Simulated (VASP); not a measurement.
# Ge in VASP: a series of runs

Ge is run at these levels: LDA; tasks: relaxation of the atoms, single point.

All numbers are computed with VASP 6.6.1; they aren't measurements. Logs are shortened: lines on timing, memory, paths and dates and some standing lists are left out, and cuts for length are marked.

## 1. The cell of the first run

The cell holds a slab with vacuum, 4 atoms: a = 3.975 Å, b = 3.975 Å, c = 18.057 Å, α = 90.00°, β = 90.00°, γ = 120.00°.

## 2. Relaxation of the atoms, LDA

Input file INCAR:

```
ALGO     = Normal         # electronic algorithm
DIPOL    = 0.5 0.5 0.500
EDIFF    = 1E-6           # SCF threshold, eV
EDIFFG   = -0.03          # ionic threshold
ENCUT    = 520            # plane-wave cutoff, eV
GGA      = CA             # functional
IBRION   = 2              # ionic algorithm
IDIPOL   = 3            
ISIF     = 2              # what is computed and relaxed
ISMEAR   = 0              # smearing method
LASPH    = True           # aspherical terms in the spheres
LCHARG   = False          # write CHGCAR
LDIPOL   = True         
LREAL    = False          # projectors in reciprocal space
LWAVE    = False          # write WAVECAR
NELM     = 80             # most SCF steps
NSW      = 70             # ionic steps
PREC     = Accurate       # precision mode
SIGMA    = 0.1            # smearing width, eV
```

Input file KPOINTS:

```
k-points
0
Gamma
  9 9 1
```

Input file POSCAR:

```
Ge
1.0
    3.9749475856      0.0000000000      0.0000000000
   -1.9874737928      3.4424055879      0.0000000000
    0.0000000000      0.0000000000     18.0569138913
Ge
4
Selective dynamics
Direct
    0.3333333333      0.6666666667      0.3876631434  F F F
    0.0000000000      0.0000000000      0.4325978861  F F F
    0.0000000000      0.0000000000      0.5674021139  T T T
    0.6666666667      0.3333333333      0.6123368566  T T T
```

Potentials or basis: VASP PAW LDA potentials, release 64 (Ge_d).

Launch:

```sh
$ cat potpaw_LDA.64/Ge_d/POTCAR > POTCAR
$ mpirun -np 1 vasp_std > vasp.out
```

OUTCAR:

```text
EDIFF = 1E-6
   EDIFFG = -0.03
   ENCUT = 520
   GGA = CA
   IBRION = 2
   ISIF = 2
   ISMEAR = 0
   LASPH = True
   LREAL = False
   NELM = 80
   NSW = 70
   PREC = Accurate

 ion  position               nearest neighbor table
   1  0.333  0.667  0.388-   2 2.43   2 2.43   2 2.43
   2  0.000  0.000  0.433-   3 2.43   1 2.43   1 2.43   1 2.43
   3  0.000  0.000  0.567-   2 2.43   4 2.43   4 2.43   4 2.43
   4  0.667  0.333  0.612-   3 2.43   3 2.43   3 2.43

  LATTYP: Found a hexagonal cell.
 ALAT       =     3.9749475856
 C/A-ratio  =     4.5426797467

  Lattice vectors:

 A1 = (   3.9749475856,   0.0000000000,   0.0000000000)
 A2 = (  -1.9874737928,   3.4424055879,   0.0000000000)
 A3 = (   0.0000000000,   0.0000000000,  18.0569138913)

Analysis of symmetry for initial positions (statically):
=====================================================================
 Subroutine PRICEL returns:
 Original cell was already a primitive cell.

 Routine SETGRP: Setting up the symmetry group for a
 hexagonal supercell.

 Subroutine GETGRP returns: Found 12 space group operations
 (whereof 12 operations were pure point group operations)
 out of a pool of 24 trial point group operations.

The static configuration has the point symmetry D_3d.

Analysis of symmetry for dynamics (positions and initial velocities):
=====================================================================
 Subroutine PRICEL returns:
 Original cell was already a primitive cell.

 Routine SETGRP: Setting up the symmetry group for a
 hexagonal supercell.

 Subroutine GETGRP returns: Found 12 space group operations
 (whereof 12 operations were pure point group operations)
 out of a pool of 24 trial point group operations.

The dynamic configuration has the point symmetry D_3d.

Analysis of constrained symmetry for selective dynamics:
=====================================================================
 Subroutine PRICEL returns:
 Original cell was already a primitive cell.

 Routine SETGRP: Setting up the symmetry group for a
 hexagonal supercell.

[... 141 lines left out ...]
  ext. energy  EPLUGINS =         0.00000000
  ---------------------------------------------------
  free energy    TOTEN  =       -18.92280434 eV

  energy without entropy =      -18.92072587  energy(sigma->0) =      -18.92176510

------------------------ aborting loop because EDIFF is reached ----------------------------------------

  FORCE on cell =-STRESS in cart. coord.  units (eV):
  Direction    XX          YY          ZZ          XY          YZ          ZX
  --------------------------------------------------------------------------------------
  -------------------------------------------------------------------------------------
  Total       -0.7814244     -0.7814244      1.2490749     -0.0000000      0.0000000      0.0000000
  in kB       -5.0671131     -5.0671131      8.0995723     -0.0000000      0.0000000      0.0000000
  external PRESSURE =      -0.6782180 kB  Pullay stress =       0.0000000 kB
[... 209 lines left out ...]
  FREE ENERGIE OF THE ION-ELECTRON SYSTEM (eV)
  ---------------------------------------------------
  free  energy   TOTEN  =       -18.9694828052 eV

  energy  without entropy=      -18.9675279121  energy(sigma->0) =      -18.96850536

 dipolmoment           0.000000      0.000000      0.008877 electrons x Angstroem

--------------------------------------- Ionic step        7  -------------------------------------------

 number of electron      56.0000060 magnetization

------------------------ aborting loop because EDIFF is reached ----------------------------------------
[... 35 lines left out ...]
 number of electron      56.0000049 magnetization

------------------------ aborting loop because EDIFF is reached ----------------------------------------

 vacuum level on the upper side and lower side of the slab       (xc-potential included)        -0.048        -0.016

  FORCE on cell =-STRESS in cart. coord.  units (eV):
  Direction    XX          YY          ZZ          XY          YZ          ZX
  --------------------------------------------------------------------------------------
  -------------------------------------------------------------------------------------
  Total       -0.7050661     -0.7050661     -0.2573414      0.0000000      0.0000000      0.0000000
  in kB       -4.5719706     -4.5719706     -1.6687194      0.0000000      0.0000000      0.0000000
  external PRESSURE =      -3.6042202 kB  Pullay stress =       0.0000000 kB
[... 25 lines left out ...]
--------------------------------------- Ionic step        9  -------------------------------------------

 number of electron      56.0000047 magnetization

 dipolmoment           0.000000      0.000000     -0.006313 electrons x Angstroem

 Free energy of the ion-electron system (eV)
  ---------------------------------------------------
  ext. energy  EPLUGINS =         0.00000000
  ---------------------------------------------------
  free energy    TOTEN  =       -18.97190752 eV

  energy without entropy =      -18.97001393  energy(sigma->0) =      -18.97096072

 E-fermi :  -1.4958     XC(G=0):  -4.5577

 val. band max:       -1.5975614450   @ k =   0.3333   0.3333   0.0000
 cond. band min:      -1.4211468969   @ k =   0.0000   0.0000   0.0000
 fundamental gap:      0.1764145480
 Fermi energy:        -1.4958490922

 k-point     1 :       0.0000    0.0000    0.0000
  band No.  band energies     occupation
      1     -26.1077      2.00000
      2     -26.1077      2.00000
      3     -26.0841      2.00000
      4     -26.0468      2.00000
      5     -26.0468      2.00000
      6     -25.9691      2.00000
[... 421 lines left out ...]
     32       2.8201      0.00000
     33       4.9518      0.00000

------------------------ aborting loop because EDIFF is reached ----------------------------------------

 vacuum level on the upper side and lower side of the slab       (xc-potential included)        -0.048         0.033

  FORCE on cell =-STRESS in cart. coord.  units (eV):
  Direction    XX          YY          ZZ          XY          YZ          ZX
  --------------------------------------------------------------------------------------
  -------------------------------------------------------------------------------------
  Total       -0.6524799     -0.6524799     -0.2722422      0.0000000      0.0000000      0.0000000
  in kB       -4.2309777     -4.2309777     -1.7653426      0.0000000      0.0000000      0.0000000
  external PRESSURE =      -3.4090993 kB  Pullay stress =       0.0000000 kB
[... 19 lines left out ...]
  FREE ENERGIE OF THE ION-ELECTRON SYSTEM (eV)
  ---------------------------------------------------
  free  energy   TOTEN  =       -18.9719075150 eV

  energy  without entropy=      -18.9700139260  energy(sigma->0) =      -18.97096072

 reached required accuracy - stopping structural energy minimisation

 vacuum level on the upper side and lower side of the slab         3.301         3.383
```

Run time: 14 min. Hardware: 1 thread of Intel Xeon Platinum 8375C at 2.90GHz (Ice Lake), shared host; peak memory 0.3 GiB.

What came out:

- Free energy: -18.9719 eV
- Energy gained by relaxing: 12.3 meV/atom
- Ionic steps: 9
- Band gap on the k mesh: zero (bands 28 and 29 overlap by 0.18 eV)

Step by step:
```csv
step,energy change (eV),largest force on free atoms (eV/Å),pressure (GPa)
1,0.0000,0.8564,-0.07
2,-0.0280,0.4576,-0.09
3,-0.0388,0.2204,-0.07
4,-0.0389,0.2040,-0.08
5,-0.0413,0.1763,-0.11
6,-0.0467,0.0841,-0.22
7,-0.0480,0.0991,-0.41
8,-0.0489,0.0537,-0.36
9,-0.0491,0.0141,-0.34
```

Final structure:
```
Ge
1.0
     3.97495    0.00000    0.00000
    -1.98747    3.44241    0.00000
     0.00000    0.00000   18.05691
Ge
4
Direct
  0.33333 0.66667 0.38766
  0.00000 0.00000 0.43260
  0.00000 0.00000 0.57537
  0.66667 0.33333 0.61603
```

Levels at points of the mesh, in eV from the Fermi level:
```tsv
k point	band 24	band 25	band 26	band 27	band 28	band 29	band 30	band 31	band 32	band 33
(0.00, 0.00, 0.00)	-2.15	-0.58	-0.58	0.07	0.07	0.67	1.24	1.74	3.76	3.76
```

## 3. Single point, LDA

This run uses another cell than the first one.

Input file INCAR:

```
SYSTEM = Ge
ALGO = Normal
DIPOL = 0.5 0.5 0.310
EDIFF = 1E-6
ENCUT = 410
GGA = CA
GGA_COMPAT = .False.
IDIPOL = 3
ISIF = 2
ISMEAR = 0
ISYM = 0
LASPH = .True.
LCHARG = .False.
LDIPOL = .True.
LREAL = .False.
LWAVE = .False.
NBANDS = 36
NELM = 120
NELMDL = -8
PREC = Accurate
SIGMA = 0.1
```

Input file KPOINTS:

```
k-points
0
Gamma
  9 9 1
  0 0 0
```

Input file POSCAR:

```
Ge
1.0
    3.9749475856      0.0000000000      0.0000000000
   -1.9874737928      3.4424055879      0.0000000000
    0.0000000000      0.0000000000     19.6181517136
Ge
4
Direct
    0.3333333333      0.6666666667      0.2038928059
    0.0000000000      0.0000000000      0.2452515838
    0.0000000000      0.0000000000      0.3764881450
    0.6666666667      0.3333333333      0.4138081830
```

Potentials or basis: VASP PAW LDA potentials, release 64 (Ge_d).

Launch:

```sh
$ cat potpaw_LDA.64/Ge_d/POTCAR > POTCAR
$ mpirun -np 1 vasp_std > vasp.out
```

Wall time 11 min (1 thread of Oxide Virtual Turin-like, shared host); peak memory 0.34 GiB.

Results (log left out):

| Property | Result |
| --- | --- |
| Free energy | -18.9708 eV |
| Largest force | 0.294 eV/Å |
| Band gap on the k mesh | zero (bands 28 and 29 overlap by 0.17 eV) |

Forces in eV/Å, atoms in the order of the input:
```
Ge   0.000  0.000  0.283
Ge   0.000  0.000 -0.294
Ge   0.000  0.000 -0.007
Ge   0.000  0.000  0.017
```

Levels at points of the mesh, in eV from the Fermi level:
```
           k point  band 25  band 26  band 27  band 28  band 29  band 30  band 31  band 32
(0.00, 0.00, 0.00)    -0.59    -0.59     0.07     0.07     0.66     1.24     1.75     3.75
```

The gap in the log of VASP goes by the Fermi energy; the results here count the filled bands.